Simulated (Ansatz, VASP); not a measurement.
# One calculation of Si, two programs

Contents of INCAR:

```
SYSTEM = Si
ALGO = Normal ; EDIFF = 1E-8
ENCUT = 520 ; GGA = PE
ISIF = 2 ; ISMEAR = -1
LASPH = .True. ; LCHARG = .False.
LEFG = .True. ; LREAL = .False.
LWAVE = .False. ; NBANDS = 11
NELM = 80 ; PREC = Accurate
SIGMA = 0.05
```

File KPOINTS:

```
k-points
0
Gamma
  10 10 10
  0 0 0
```

File POSCAR:

```
Si
1.0
    0.0000000000      2.7144176166      2.7144176166
    2.7144176166      0.0000000000      2.7144176166
    2.7144176166      2.7144176166      0.0000000000
Si
2
Direct
   -0.1475000000     -0.1175000000     -0.1175000000
    0.1475000000      0.1175000000      0.1175000000
```

Input for Ansatz:

```yaml
crystal:
  lattice:
    - [0.0, 2.7144176166, 2.7144176166]
    - [2.7144176166, 0.0, 2.7144176166]
    - [2.7144176166, 2.7144176166, 0.0]
  atoms:
    - { symbol: Si, position: [-0.1475, -0.1175, -0.1175] }
    - { symbol: Si, position: [0.1475, 0.1175, 0.1175] }
kpoints:
  mp_grid: { grid: [10, 10, 10] }
scf:
  occupations: { method: fermi_dirac, width: 0.05 }
hamiltonian:
  xc: pbe
  pseudopotentials: { kind: paw }
output:
  forces: true
  stress: true
  eigenvalues: true
  efg: { contact_densities: true }
  populations: true
  write_density: true
  write_potential: true
  elf: true
  volumetric_format: npy
```

Change from the starting cell: shortest bond scaled by 0.94, PAW files.

Alike in both runs: task electric field gradients; functional PBE; k mesh 10 × 10 × 10; occupations fermi-dirac, width 0.05 eV; no spin polarisation.

|  | VASP | Ansatz |
| --- | --- | --- |
| version | VASP 6.6.1 | Ansatz 0.2.0 |
| potentials or method | VASP PAW PBE potentials, release 64 (Si) | PAW with Ansatz's default frozen-core files, scalar-relativistic |
| plane-wave cutoff (eV) | 520 | 420 |
| valence electrons in the cell | 8 | 8 |

```csv
,VASP,Ansatz,Ansatz less VASP
pressure (GPa),2.9,3.0,+0.09
"traceless stress, the component that is largest in VASP (GPa)",-3.93,-3.95,-0.023
rms of the force components (eV/Å),1.351,1.355,+0.0037
size of Vzz on the site where it differs most (V/Å²),17.4,15.8,-1.60
```

Atom by atom the forces differ by 0.004 eV/Å (rms over components). With one functional, cell and mesh, what is left measures potentials, basis and numerics.
